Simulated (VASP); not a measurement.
Input of a VASP 6.6.1 run:

Contents of INCAR:

```
SYSTEM = Os4C
ALGO = Normal
EDIFF = 1E-6
ENCUT = 600
GGA = PE
GGA_COMPAT = .FALSE.
ISIF = 2
ISMEAR = 0
LASPH = .TRUE.
LCHARG = .FALSE.
LREAL = .FALSE.
LWAVE = .FALSE.
NBANDS = 79
NELM = 120
PREC = Accurate
SIGMA = 0.1
```

File KPOINTS:

```
k-points
0
G
  4 4 4
  0 0 0
```

Contents of POSCAR:

```
Os4C
1.0
    0.0000000000      4.0832968867      4.0832968867
    4.0832968867      0.0000000000      4.0832968867
    4.0832968867      4.0832968867      0.0000000000
Os C
8 2
Direct
    0.3878453985      0.3878453985      0.3878453985
    0.3878453985      0.3878453985      0.8364638045
    0.3878453985      0.8364638045      0.3878453985
    0.8621546015      0.8621546015      0.4135361955
    0.8621546015      0.8621546015      0.8621546015
    0.8364638045      0.3878453985      0.3878453985
    0.8621546015      0.4135361955      0.8621546015
    0.4135361955      0.8621546015      0.8621546015
    0.0000000000      0.0000000000      0.0000000000
    0.2500000000      0.2500000000      0.2500000000
```

Potentials or basis: VASP PAW PBE potentials, release 64 (Os_sv_GW, C).

The run is started by

```bash
$ cat potpaw_PBE.64/Os_sv_GW/POTCAR potpaw_PBE.64/C/POTCAR > POTCAR
$ mpirun -np 1 vasp_std > vasp.out
```

**Question.** Estimate the band gap on the k mesh.

**Answer.** Zero (bands 68 and 69 overlap by 1.60 eV).

**Question.** Predict the pressure.

**Answer.** -0.5 GPa.

Caveat: spin-orbit coupling is left out, which moves the levels of the heavy elements.
